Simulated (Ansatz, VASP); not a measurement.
**Two plane-wave programs on Al**

```
Al
1.0
     5.04447    0.00000    0.00000
    -2.52223    4.36864    0.00000
     0.00000    0.00000    2.83529
Al
3
Direct
  0.50000 0.50000 0.33333
  0.50000 0.00000 0.00000
  0.00000 0.50000 0.66667
```

Alike in both runs: functional PBE; k mesh 6 × 6 × 6; occupations gaussian, width 0.1 eV; no spin polarisation.

Ansatz relaxed the structure, and its values are those at the end. VASP's run is a single point on that final structure, the one shown.

|  | VASP | Ansatz |
| --- | --- | --- |
| version | VASP 6.6.1 | Ansatz 0.2.0 |
| potentials or method | VASP PAW PBE potentials, release 64 (Al), cutoff 520 eV | scalar-relativistic, plane waves, PAW |
| valence electrons in the cell | 9 | 9 |

|  | VASP | Ansatz | Ansatz less VASP |
| --- | --- | --- | --- |
| gap on the k mesh at the Fermi level (eV) | none | none | - |
| pressure (GPa) | 0.0 | 0.0 | +0.03 |

A gap of «none» marks a metal or a gap that the smearing closes.

The k mesh is coarse, so the values compare programs but aren't converged.
